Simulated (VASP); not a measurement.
A run of VASP 6.6.1:

File INCAR:

```
ALGO = Normal
EDIFF = 1E-8
ENCUT = 520
GGA = CA
ISIF = 2
ISMEAR = -1
LASPH = True
LCHARG = False
LEFG = True
LREAL = False
LWAVE = False
NBANDS = 7
NELM = 80
PREC = Accurate
SIGMA = 0.03
```

The input KPOINTS:

```
k-points
0
Gamma
  16 16 16
```

The input POSCAR:

```
Mg
1.0
    0.0000000000      2.2442560000      2.2442560000
    2.2442560000      0.0000000000      2.2442560000
    2.2442560000      2.2442560000      0.0000000000
Mg
1
Direct
    0.0000000000      0.0000000000      0.0000000000
```

Potentials or basis: VASP PAW LDA potentials, release 64 (Mg).

Run with:

```bash
$ cat potpaw_LDA.64/Mg/POTCAR > POTCAR
$ mpirun -np 1 vasp_std > vasp.out
```

Hardware: 1 thread of Intel(R) Xeon(R) Platinum 8375C CPU @ 2.90GHz (Ice Lake), on a shared host.

Question: How long does it take, and how much memory?

Answer: It took 7.2 s on 1 thread of Intel(R) Xeon(R) Platinum 8375C CPU @ 2.90GHz (Ice Lake), on a shared host, peak memory 0.14 GiB. Counts: scf iterations 10, k points 145.
